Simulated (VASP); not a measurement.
**Al (a cell with a defect): single point with PBE+D3(BJ)**

System: Al (a cell with a defect).

```xyz
31
Lattice="8.1000 0.0000 0.0000 0.0000 8.1000 0.0000 0.0000 0.0000 8.1000" Properties=species:S:1:pos:R:3 pbc="T T T"
Al    4.0467    0.0187    0.0327
Al    6.0542    2.0253    0.0289
Al    6.0603    0.0159    2.0258
Al   -0.0116   -0.0085   -0.0099
Al    2.0174    1.9861   -0.0716
Al    4.0890    4.0567   -0.0819
Al    6.0811    6.0839   -0.0086
Al    2.0350    0.0335    2.0256
Al    2.3529    3.7375    2.0257
Al    6.0328    4.0337    2.0261
Al    4.0464    0.0183    4.0190
Al    6.0536    2.0251    4.0225
Al    6.0681    0.0036    6.0759
Al    0.0287    4.0589    0.0373
Al    2.0135    6.0440    0.0342
Al    0.0215    2.0370    2.0258
Al    4.0399    6.0565    2.0261
Al   -0.0114   -0.0080    4.0613
Al    2.0180    1.9868    4.1225
Al    4.0896    4.0577    4.1341
Al    6.0816    6.0846    4.0607
Al    2.0066   -0.0572    6.0754
Al    4.0619    2.0077    6.0758
Al    6.1373    4.0653    6.0762
Al    0.0076    6.0640    2.0259
Al    0.0283    4.0590    4.0146
Al    2.0133    6.0435    4.0171
Al   -0.0359    2.0271    6.0754
Al    2.0022    4.0670    6.0758
Al    4.0438    6.1146    6.0763
Al   -0.0025    6.0771    6.0760
```

```yaml
Program: VASP 6.6.1
Task: single point
Functional: PBE
Dispersion: D3(BJ)
Potentials_or_basis: VASP PAW PBE potentials, release 64 (Al)
Cutoff: 520 eV
k_mesh: 3 × 3 × 3
Occupations: fermi-dirac, width 0.05 eV
Spin: no spin polarisation
```

The pressure is -4.2 GPa, the largest force is 0.584 eV/Å and the band gap on the k mesh is zero (an odd number of electrons rules out a gap without spin polarisation). The dispersion energy per atom is -0.323 eV.

Forces in eV/Å, atoms in the order of the input:
```
Al   0.006 -0.015 -0.006
Al   0.019 -0.004  0.001
Al   0.009 -0.008 -0.001
Al   0.014 -0.018 -0.002
Al   0.046  0.008  0.059
Al  -0.007 -0.045  0.072
Al   0.021 -0.011 -0.006
Al   0.004 -0.024  0.000
Al  -0.429  0.396  0.000
Al   0.032 -0.004 -0.001
Al   0.006 -0.014  0.005
Al   0.019 -0.004  0.000
Al   0.008 -0.010  0.002
Al   0.009 -0.014 -0.012
Al   0.018 -0.005 -0.008
Al  -0.014 -0.032  0.001
Al   0.031  0.008 -0.001
Al   0.013 -0.017  0.003
Al   0.045  0.007 -0.058
Al  -0.010 -0.047 -0.074
Al   0.020 -0.013  0.006
Al   0.012  0.001  0.000
Al   0.009 -0.008  0.000
Al  -0.006 -0.006 -0.002
Al   0.025 -0.025  0.001
Al   0.008 -0.014  0.012
Al   0.018 -0.003  0.009
Al   0.038 -0.005  0.001
Al   0.015 -0.008  0.000
Al   0.008 -0.047 -0.001
Al   0.012 -0.016  0.000
```

Stress tensor (GPa, compression positive):
```
-4.32  0.11  0.00
 0.11 -4.31  0.00
 0.00  0.00 -3.92
```

Levels at points of the mesh, in eV from the Fermi level:
```csv
k point,band 45,band 46,band 47,band 48,band 49,band 50
"(0.00, 0.00, 0.00)",-0.27,0.37,0.48,0.48,0.53,0.54
```

Wall time 12 min on 1 thread of Oxide Virtual Turin-like Processor (shared host), peak memory 0.6 GiB.
